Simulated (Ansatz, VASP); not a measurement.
This is a calculation of CaO for VASP 6.6.1.

The input INCAR:

```
SYSTEM = CaO
ALGO = Normal
EDIFF = 1E-6
ENCUT = 520
GGA = PE
ISIF = 2
ISMEAR = 0
LASPH = .TRUE.
LCHARG = .TRUE.
LELF = .TRUE.
LREAL = .FALSE.
LVHAR = .TRUE.
LWAVE = .FALSE.
NBANDS = 15
NELM = 100
PREC = Accurate
SIGMA = 0.022
```

The input KPOINTS:

```
k-points
0
G
  10 10 10
  0 0 0
```

The input POSCAR:

```
CaO
1.0
    0.0000000000      2.4035556960      2.4035556960
    2.4035556960      0.0000000000      2.4035556960
    2.4035556960      2.4035556960      0.0000000000
Ca O
1 1
Direct
    0.0000000000      0.0000000000      0.0000000000
    0.5000000000      0.5000000000      0.5000000000
```

Potentials or basis: VASP PAW PBE potentials, release 64 (Ca_sv, O).

Launch:

```sh
$ cat potpaw_PBE.64/Ca_sv/POTCAR potpaw_PBE.64/O/POTCAR > POTCAR
$ mpirun -np 1 vasp_std > vasp.out
```

Translate it to Ansatz 0.2.0. Potentials there: all-electron LAPW, scalar-relativistic.

As run (the cutoff follows the program's own potentials):

File input.yaml:

```yaml
crystal:
  lattice:
    - [0.0, 2.403555696, 2.403555696]
    - [2.403555696, 0.0, 2.403555696]
    - [2.403555696, 2.403555696, 0.0]
  atoms:
    - { symbol: Ca, position: [0.0, 0.0, 0.0] }
    - { symbol: O, position: [0.5, 0.5, 0.5] }
kpoints:
  mp_grid: { grid: [10, 10, 10] }
scf:
  occupations: { method: gaussian, width: 0.022 }
hamiltonian:
  xc: pbe
  pseudopotentials: { kind: all_electron, lapw: { basis_error: 0.001 } }
output:
  forces: true
  stress: true
  eigenvalues: true
```

Potentials or basis: all-electron LAPW, scalar-relativistic.

Run with:

```console
$ ansatz run input.yaml --threads 1 --pin off --max-ram 3072MiB --backend cpu --events-out ev --progress --plain --runs-dir out
```

Both were run:

|  | VASP | Ansatz | Ansatz less VASP |
| --- | --- | --- | --- |
| gap on the k mesh at the Fermi level (eV) | 3.64 | 3.65 | +0.017 |
| least direct gap on the mesh (eV) | 4.01 | 4.03 | +0.016 |
| pressure (GPa) | 2.2 | 1.6 | -0.57 |

Ansatz ran all-electron here, and VASP with PAW potentials.
